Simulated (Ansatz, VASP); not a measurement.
**Two plane-wave programs on PbS**

```
Pb S
1.0
     0.00000    2.87605    3.00948
     2.87605    0.00000    3.00948
     2.87605    2.87605    0.00000
Pb S
1 1
Direct
  0.00000 0.00000 0.00000
  0.50000 0.50000 0.50000
```

Change from the starting cell: strain -0.030 along x and y, +0.015 along z, atoms carried along.

Alike in both runs: task single point; functional PBE; k mesh 10 × 10 × 10; occupations gaussian, width 0.03 eV; no spin polarisation.

|  | VASP | Ansatz |
| --- | --- | --- |
| version | VASP 6.6.1 | Ansatz 0.2.0 |
| potentials or method | VASP PAW PBE potentials, release 64 (Pb_d, S), cutoff 520 eV | scalar-relativistic, plane waves, PAW |
| valence electrons in the cell | 20 | 20 |

Ansatz gave:

```
gap on the k mesh at the Fermi level (eV)                     : 0.11
least direct gap on the mesh (eV)                             : 0.11
pressure (GPa)                                                : 5.8
traceless stress, the component that is largest in VASP (GPa) : -4.53
```

Q: Estimate VASP's values.

A: gap on the k mesh at the Fermi level (eV): 0.12; least direct gap on the mesh (eV): 0.12; pressure (GPa): 5.7; traceless stress, the component that is largest in VASP (GPa): -4.53.

Spin-orbit coupling is off throughout.
